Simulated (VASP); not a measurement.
# BaF2 (Fm-3m) in VASP: further runs, part 2 of 2

VASP 6.6.1. The steps go on from the part before.

## 3. Single point, PBEsol

Input file INCAR:

```
SYSTEM = BaF2
PREC = Accurate
ENCUT = 600
EDIFF = 1E-6
ISMEAR = 0
SIGMA = 0.01
LREAL = .False.
LASPH = .True.
NELM = 120
ALGO = Normal
ISIF = 2
LWAVE = .False.
LCHARG = .True.
GGA = PS
LELF = .True.
LVHAR = .True.
NBANDS = 19
GGA_COMPAT = .False.
```

Input file KPOINTS:

```
Automatic mesh
0
Gamma
  6 6 6
  0 0 0
```

Input file POSCAR:

```
BaF2
1.0
    0.0000000000      3.0971612425      3.0971612425
    3.0971612425      0.0000000000      3.0971612425
    3.0971612425      3.0971612425      0.0000000000
Ba F
1 2
Direct
    0.0000000000      0.0000000000      0.0000000000
    0.2500000000      0.2500000000      0.2500000000
    0.7500000000      0.7500000000      0.7500000000
```

Potentials or basis: VASP PAW PBE potentials, release 64 (Ba_sv, F).

Command:

```
> cat potpaw_PBE.64/Ba_sv/POTCAR potpaw_PBE.64/F/POTCAR > POTCAR
> mpirun -np 1 vasp_std > vasp.out
```

It took 44 s on 1 thread of Intel Xeon 8259CL, shared host; peak memory 0.21 GiB.

Results (log left out):

* Free energy: -17.6453 eV
* Pressure: -0.5 GPa
* Band gap on the k mesh: 6.65 eV (least direct gap 6.72 eV)

Levels at points of the mesh, in eV from the valence-band top:
```tsv
k point	band 9	band 10	band 11	band 12	band 13	band 14	band 15	band 16
(0.00, 0.00, 0.00)	-1.52	-0.07	-0.07	-0.07	6.65	9.13	9.13	11.36
(0.50, 0.00, 0.00)	-0.67	-0.34	-0.16	-0.16	9.03	9.14	9.14	9.71
(0.50, 0.50, 0.00)	-0.36	-0.32	-0.32	-0.12	7.19	8.93	10.67	11.94
```

Caveat: the PAW data sets were made with another functional, which shifts forces and pressure a little; spin-orbit coupling is left out, which moves the levels of the heavy elements. As with any semilocal functional, this PBEsol gap is likely too small.

## 4. Single point, PBEsol

Input file INCAR:

```
  PREC = Accurate
  ENCUT = 600
  EDIFF = 1E-6
  ISMEAR = 1
  SIGMA = 0.2
  LREAL = F
  LASPH = T
  NELM = 120
  ALGO = Normal
  ISIF = 2
  LWAVE = F
  LCHARG = T
  GGA = PS
  LELF = T
  LVHAR = T
  NBANDS = 19
  GGA_COMPAT = F
```

Input file KPOINTS:

```
Automatic mesh
0
Gamma
  6 6 6
```

POSCAR is that of step 3.

Potentials or basis: VASP PAW PBE potentials, release 64 (Ba_sv, F).

Command:

```
> cat potpaw_PBE.64/Ba_sv/POTCAR potpaw_PBE.64/F/POTCAR > POTCAR
> mpirun -np 1 vasp_std > vasp.out
```

OUTCAR:

```text
PREC = Accurate
   ENCUT = 600
   EDIFF = 1E-6
   ISMEAR = 1
   LREAL = F
   LASPH = T
   NELM = 120
   ISIF = 2
   GGA = PS

 ion  position               nearest neighbor table
   1  0.000  0.000  0.000-   3 2.68   3 2.68   3 2.68   2 2.68   3 2.68   2 2.68   2 2.68   2 2.68

   2  0.250  0.250  0.250-   1 2.68   1 2.68   1 2.68   1 2.68
   3  0.750  0.750  0.750-   1 2.68   1 2.68   1 2.68   1 2.68

  LATTYP: Found a face centered cubic cell.
 ALAT       =     6.1943224850

  Lattice vectors:

 A1 = (   0.0000000000,   3.0971612425,   3.0971612425)
 A2 = (   3.0971612425,   0.0000000000,   3.0971612425)
 A3 = (   3.0971612425,   3.0971612425,   0.0000000000)

Analysis of symmetry for initial positions (statically):
=====================================================================
 Subroutine PRICEL returns:
 Original cell was already a primitive cell.

 Routine SETGRP: Setting up the symmetry group for a
 face centered cubic supercell.

[... 155 lines left out ...]
  free energy    TOTEN  =       -17.63042467 eV

  energy without entropy =      -17.65906765  energy(sigma->0) =      -17.63997233

 E-fermi :  -2.1095     XC(G=0):  -8.9262

 val. band max:       -2.1957391762   @ k =  -0.1667   0.1667   0.0000
 cond. band min:       4.4594843076   @ k =   0.0000   0.0000   0.0000
 fundamental gap:      6.6552234838
 Fermi energy:        -2.1094529437

 k-point     1 :       0.0000    0.0000    0.0000
  band No.  band energies     occupation
      1     -25.2514      2.00000
      2     -20.9940      2.00000
      3     -20.9488      2.00000
      4     -10.0764      2.00000
      5     -10.0764      2.00000
      6     -10.0764      2.00000
[... 329 lines left out ...]
      6     -10.0503      2.00000
[... 11 lines left out ...]
     18      12.1859      0.00000
     19      12.3853      0.00000

------------------------ aborting loop because EDIFF is reached ----------------------------------------

  FORCE on cell =-STRESS in cart. coord.  units (eV):
  Direction    XX          YY          ZZ          XY          YZ          ZX
  --------------------------------------------------------------------------------------
  -------------------------------------------------------------------------------------
  Total       -0.2274979     -0.2274979     -0.2274979      0.0000000      0.0000000      0.0000000
  in kB       -6.1343227     -6.1343227     -6.1343227      0.0000000      0.0000000      0.0000000
  external PRESSURE =      -6.1343227 kB  Pullay stress =       0.0000000 kB

 VOLUME and BASIS-vectors are now :
 -----------------------------------------------------------------------------
  energy-cutoff  :      600.00
  volume of cell :       59.42
      direct lattice vectors                 reciprocal lattice vectors
     0.000000000  3.097161242  3.097161242    -0.161438156  0.161438156  0.161438156
     3.097161242  0.000000000  3.097161242     0.161438156 -0.161438156  0.161438156
     3.097161242  3.097161242  0.000000000     0.161438156  0.161438156 -0.161438156

 POSITION                                       TOTAL-FORCE (eV/Angst)
 -----------------------------------------------------------------------------------
      0.00000      0.00000      0.00000        -0.000000     -0.000000     -0.000000
      1.54858      1.54858      1.54858        -0.000000      0.000000     -0.000000
      4.64574      4.64574      4.64574         0.000000     -0.000000      0.000000
 -----------------------------------------------------------------------------------
    total drift:                                0.000000      0.000000      0.000000

  FREE ENERGIE OF THE ION-ELECTRON SYSTEM (eV)
  ---------------------------------------------------
  free  energy   TOTEN  =       -17.6304246697 eV

  energy  without entropy=      -17.6590676450  energy(sigma->0) =      -17.63997233
```

OSZICAR:

```text
N       E                     dE             d eps       ncg     rms          rms(c)
DAV:   1     0.158056594050E+03    0.15806E+03   -0.14059E+04   608   0.133E+03
DAV:   2    -0.104345982832E+02   -0.16849E+03   -0.16193E+03   754   0.272E+02
DAV:   3    -0.189970471356E+02   -0.85624E+01   -0.85353E+01   773   0.627E+01
DAV:   4    -0.191365849948E+02   -0.13954E+00   -0.13939E+00   737   0.755E+00
DAV:   5    -0.191398826335E+02   -0.32976E-02   -0.32975E-02   701   0.942E-01    0.795E+00
DAV:   6    -0.176440331102E+02    0.14958E+01   -0.62850E+00   626   0.190E+01    0.430E+00
DAV:   7    -0.176158683439E+02    0.28165E-01   -0.22070E-01   670   0.364E+00    0.219E+00
DAV:   8    -0.176206158799E+02   -0.47475E-02   -0.50757E-02   667   0.238E+00    0.273E-01
DAV:   9    -0.176269648170E+02   -0.63489E-02   -0.88208E-03   664   0.633E-01    0.138E-01
DAV:  10    -0.176303858298E+02   -0.34210E-02   -0.42563E-03   623   0.366E-01    0.339E-02
DAV:  11    -0.176303811785E+02    0.46514E-05   -0.53960E-05   712   0.579E-02    0.209E-02
DAV:  12    -0.176304245489E+02   -0.43370E-04   -0.74902E-05   637   0.517E-02    0.516E-03
DAV:  13    -0.176304246697E+02   -0.12084E-06   -0.14346E-06   688   0.783E-03
   1 F= -.17630425E+02 E0= -.17639972E+02  d E =0.286430E-01
```

stdout:

```text
POSCAR found type information on POSCAR BaF
 POSCAR found :  2 types and       3 ions
 scaLAPACK will be used
 -----------------------------------------------------------------------------
|                                                                             |
|                                                                             |
|     You enforced a specific xc type in the INCAR file but a different       |
|     I HOPE YOU KNOW WHAT YOU ARE DOING!                                     |
|                                                                             |
 -----------------------------------------------------------------------------

 LDA part: xc-table for (Slater+PW92), standard interpolation
 POSCAR, INCAR and KPOINTS ok, starting setup
 FFT: planning ... GRIDC
 FFT: planning ... GRID_SOFT
 FFT: planning ... GRID
 WAVECAR not read
 entering main loop
```

It took 42 s on 1 thread of Intel Xeon 8259CL, shared host; peak memory 0.21 GiB.

What came out:

- Free energy: -17.6304 eV
- Pressure: -0.6 GPa
- Band gap on the k mesh: 6.66 eV (least direct gap 6.72 eV)

Levels at points of the mesh, in eV from the valence-band top:
```tsv
k point	band 9	band 10	band 11	band 12	band 13	band 14	band 15	band 16
(0.00, 0.00, 0.00)	-1.52	-0.07	-0.07	-0.07	6.66	9.13	9.13	11.36
(0.50, 0.00, 0.00)	-0.67	-0.34	-0.16	-0.16	9.03	9.14	9.14	9.71
(0.50, 0.50, 0.00)	-0.36	-0.32	-0.32	-0.12	7.19	8.93	10.67	11.94
```

Caveat: the PAW data sets were made with another functional, which shifts forces and pressure a little; spin-orbit coupling is left out, which moves the levels of the heavy elements.

## 5. Single point, PBEsol

Input file INCAR:

```
  ALGO = Normal
  EDIFF = 1E-6
  ENCUT = 600
  GGA = PS
  GGA_COMPAT = F
  ISIF = 2
  ISMEAR = 0
  LASPH = T
  LCHARG = T
  LELF = T
  LREAL = F
  LVHAR = T
  LWAVE = F
  NBANDS = 19
  NELM = 120
  PREC = Accurate
  SIGMA = 0.01
```

Input file KPOINTS:

```
k-points
0
Gamma
  6 6 6
```

POSCAR is that of step 4.

Command:

```
> cat potpaw_PBE.64/Ba_sv/POTCAR potpaw_PBE.64/F/POTCAR > POTCAR
> mpirun -np 1 vasp_std > vasp.out
```

Run time: 42 s. Hardware: 1 thread of Intel Xeon 8259CL, shared host; peak memory 0.21 GiB.

It converged, with:

| Quantity | Value |
| --- | --- |
| Free energy | -17.6453 eV |
| Pressure | -0.5 GPa |
| Band gap on the k mesh | 6.65 eV (least direct gap 6.72 eV) |

Levels at points of the mesh, in eV from the valence-band top:
| k point | band 10 | band 11 | band 12 | band 13 | band 14 | band 15 |
| --- | --- | --- | --- | --- | --- | --- |
| (0.00, 0.00, 0.00) | -0.07 | -0.07 | -0.07 | 6.65 | 9.13 | 9.13 |
| (0.50, 0.00, 0.00) | -0.34 | -0.16 | -0.16 | 9.03 | 9.14 | 9.14 |
| (0.50, 0.50, 0.00) | -0.32 | -0.32 | -0.12 | 7.19 | 8.93 | 10.67 |

Caveat: the PAW data sets were made with another functional, which shifts forces and pressure a little; spin-orbit coupling is left out, which moves the levels of the heavy elements.

## 6. Single point, PBEsol

Input file INCAR:

```
SYSTEM = BaF2
  ALGO = Normal
  EDIFF = 1E-6
  ENCUT = 600
  GGA = PS
  GGA_COMPAT = .FALSE.
  ISIF = 2
  ISMEAR = 0
  LASPH = .TRUE.
  LCHARG = .FALSE.
  LREAL = .FALSE.
  LWAVE = .FALSE.
  NBANDS = 19
  NELM = 120
  PREC = Accurate
  SIGMA = 0.5
```

Input file KPOINTS:

```
k-points
0
G
  6 6 6
  0 0 0
```

POSCAR is that of step 5.

Potentials or basis: VASP PAW PBE potentials, release 64 (Ba_sv, F).

Command:

```
> cat potpaw_PBE.64/Ba_sv/POTCAR potpaw_PBE.64/F/POTCAR > POTCAR
> mpirun -np 1 vasp_std > vasp.out
```

Wall time 40 s (1 thread of Intel Xeon 8259CL, shared host); peak memory 0.21 GiB.

Results (log left out):

| Item | Value |
| --- | --- |
| Free energy | -17.6453 eV |
| Pressure | -0.5 GPa |
| Band gap on the k mesh | 6.65 eV (least direct gap 6.72 eV) |

Levels at points of the mesh, in eV from the valence-band top:
| k point | band 8 | band 9 | band 10 | band 11 | band 12 | band 13 | band 14 | band 15 | band 16 | band 17 |
| --- | --- | --- | --- | --- | --- | --- | --- | --- | --- | --- |
| (0.00, 0.00, 0.00) | -1.52 | -1.52 | -0.07 | -0.07 | -0.07 | 6.65 | 9.13 | 9.13 | 11.36 | 11.36 |
| (0.50, 0.00, 0.00) | -1.11 | -0.67 | -0.34 | -0.16 | -0.16 | 9.03 | 9.14 | 9.14 | 9.71 | 11.56 |
| (0.50, 0.50, 0.00) | -0.36 | -0.36 | -0.32 | -0.32 | -0.12 | 7.19 | 8.93 | 10.67 | 11.94 | 11.94 |

Caveat: so wide a smearing shifts energies and pressures; the PAW data sets were made with another functional, which shifts forces and pressure a little; spin-orbit coupling is left out, which moves the levels of the heavy elements.

## 7. Summary

| k mesh | smearing | gap on the mesh (eV) | pressure (GPa) |
| --- | --- | --- | --- |
| 5 × 5 × 5 | gaussian 0.01 eV | 6.64 | -0.5 |
| 6 × 6 × 6 | gaussian 0.01 eV | 6.65 | -0.5 |
| 6 × 6 × 6 | methfessel-paxton 0.2 eV | 6.66 | -0.6 |
| 6 × 6 × 6 | gaussian 0.5 eV | 6.65 | -0.5 |

Alike in all rows: task single point; level PBEsol; potentials or basis VASP PAW PBE potentials, release 64 (Ba_sv, F); no spin polarisation; cell as given; cutoff (eV) 600.

Caveats: the PAW data sets were made with another functional, which shifts forces and pressure a little; spin-orbit coupling is left out, which moves the levels of the heavy elements; an odd mesh through Γ misses points on the zone boundary, where band edges can lie (at least some runs); so wide a smearing shifts energies and pressures (at least some runs).

Total energies depend on the potentials used, so only differences within one code and one set of settings carry meaning.
